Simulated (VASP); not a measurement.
Runs of VASP 6.6.1 on ZnSe. The structure is that of space group P4/nmm (No. 129), or close to it. The cells are those of the table. 

```tsv
cell	gap on the mesh (eV)	pressure (GPa)	largest force (eV/Å)
a = 4.164, b = 4.164, c = 5.907 Å, 4 atoms	1.61	-2.0	0.09
a = 4.336, b = 4.336, c = 5.447 Å, 4 atoms	(b)	-2.9	0.27
a = 4.223, b = 4.223, c = 5.742 Å, 4 atoms	(c)	-2.3	0.18
a = 4.425, b = 4.425, c = 5.231 Å, 4 atoms	0.42	(a)	0.27
a = 3.979, b = 3.979, c = 6.469 Å, 4 atoms	1.84	-1.7	0.47
```

Alike in all rows: task single point; level PBE+D3(BJ); potentials or basis VASP PAW PBE potentials, release 64 (Zn, Se); no spin polarisation; k mesh 8 × 8 × 6; cutoff (eV) 520; smearing gaussian 0.05 eV.

Task: Estimate the missing entries.

Result: (a) -3.4; (b) 0.77; (c) 1.29.

Caveats: semilocal functionals underestimate gaps, and a narrow one can read as zero (at least some runs); the cell stands under tension (at least some runs).

A k mesh can miss the band edges, and the runs leave out spin-orbit coupling on Se.
